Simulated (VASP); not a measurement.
Here is a VASP 6.6.1 calculation.

File INCAR:

```
SYSTEM = Os
ALGO     = Normal         ! electronic algorithm
EDIFF    = 1E-6           ! SCF threshold, eV
ENCUT    = 520            ! plane-wave cutoff, eV
GGA      = PE             ! functional
ISIF     = 2              ! what is computed and relaxed
ISMEAR   = -1             ! smearing method
LASPH    = .True.         ! aspherical terms in the spheres
LCHARG   = .False.        ! write CHGCAR
LREAL    = .False.        ! projectors in reciprocal space
LWAVE    = .False.        ! write WAVECAR
NBANDS   = 15             ! bands
NELM     = 60             ! most SCF steps
PREC     = Accurate       ! precision mode
SIGMA    = 0.08           ! smearing width, eV
```

Contents of KPOINTS:

```
k-points
0
Gamma
  17 17 10
  0 0 0
```

File POSCAR:

```
Os
1.0
    2.7611720329      0.0000000000      0.0000000000
   -1.3805860165      2.3912451248      0.0000000000
    0.0000000000      0.0000000000      4.3624720886
Os
2
Direct
    0.3333333333      0.6666666667      0.2500000000
    0.6666666667      0.3333333333      0.7500000000
```

Potentials or basis: VASP PAW PBE potentials, release 64 (Os).

Command:

```sh
$ cat potpaw_PBE.64/Os/POTCAR > POTCAR
$ mpirun -np 1 vasp_std > vasp.out
```

Q: Estimate the pressure.

A: -3.6 GPa.

Q: What does it give for the band gap on the k mesh?

A: Zero (bands 8 and 9 overlap by 3.74 eV).

Stress tensor (GPa, compression positive):
```
-3.21  0.00  0.00
 0.00 -3.21  0.00
 0.00  0.00 -4.28
```

Caveat: the cell stands under tension; spin-orbit coupling is left out, which moves the levels of the heavy elements.
